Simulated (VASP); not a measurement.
A run of VASP 6.6.1 is set up as follows.

File POSCAR:

```
NaF
1.0
    0.0000000000     -2.2970686339     -2.2970686339
    2.2970686339      0.0000000000     -2.2970686339
    2.2970686339     -2.2970686339      0.0000000000
Na F
1 1
Direct
    0.5000000000      0.5000000000      0.5000000000
    0.0000000000      0.0000000000      0.0000000000
```

The input INCAR.step1:

```
ALGO = Normal
EDIFF = 1E-4
ENCUT = 520
GGA = PE
ISMEAR = 0
LASPH = True
LCHARG = False
LREAL = False
LWAVE = True
NBANDS = 14
NELM = 60
PREC = Accurate
SIGMA = 0.02
```

INCAR.step2

```
ALGO = Normal
EDIFF = 1E-6
ENCUT = 520
ISIF = 2
ISMEAR = 0
ISTART = 1
LASPH = True
LCHARG = False
LMIXTAU = True
LREAL = False
LWAVE = False
METAGGA = R2SCAN
NBANDS = 14
NELM = 60
PREC = Accurate
SIGMA = 0.02
```

KPOINTS

```
k-points
0
Gamma
  8 8 8
```

Potentials or basis: VASP PAW PBE potentials, release 64 (Na_pv, F).

Run with:

```console
$ cat potpaw_PBE.64/Na_pv/POTCAR potpaw_PBE.64/F/POTCAR > POTCAR
$ cp INCAR.step1 INCAR
$ mpirun -np 1 vasp_std > vasp.out
$ cp INCAR.step2 INCAR
$ mpirun -np 1 vasp_std > vasp.out
```

(1) What does it give for the band gap on the k mesh?

(2) Estimate the pressure.

Answers

(1) 7.32 eV, direct.

(2) -0.8 GPa.

Caveat: the PAW data sets were made with another functional, which shifts forces and pressure a little.
